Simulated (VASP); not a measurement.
The system is TiC.

```
Ti C
1.0
     0.00000    2.15930    2.15930
     2.15930    0.00000    2.15930
     2.15930    2.15930    0.00000
Ti C
1 1
Direct
  0.00000 0.00000 0.00000
  0.50000 0.50000 0.50000
```

* Program: VASP 6.6.1
* Task: relaxation of cell and atoms
* Functional: PBEsol
* Potentials or basis: VASP PAW PBE potentials, release 64 (Ti_sv, C)
* Cutoff: 600 eV
* k mesh: 14 × 14 × 14
* Occupations: fermi-dirac, width 0.1 eV
* Spin: no spin polarisation

At the start: pressure -4.4 GPa; volume 10.07 Å³/atom.

**Question.** Where does the relaxation end?

**Answer.** Over 3 steps the energy falls by 2.3 meV/atom and the volume is 9.90 Å³/atom (-1.7 %); space group Fm-3m (No. 225, to 0.05 Å).

The path:
```tsv
step	energy change (eV)	largest force (eV/Å)	pressure (GPa)	volume (Å³)
1	0.0000	0.0000	-4.37	20.14
2	0.0041	0.0000	6.35	19.35
3	-0.0047	0.0000	-0.03	19.80
```

Final structure:
```yaml
crystal:
  lattice:
    - [0.00000, 2.14719, 2.14719]
    - [2.14719, 0.00000, 2.14719]
    - [2.14719, 2.14719, 0.00000]
  atoms:
    - { symbol: Ti, position: [0.00000, 0.00000, 0.00000] }
    - { symbol: C, position: [0.50000, 0.50000, 0.50000] }
```

Caveat: the PAW data sets were made with another functional, which shifts forces and pressure a little.
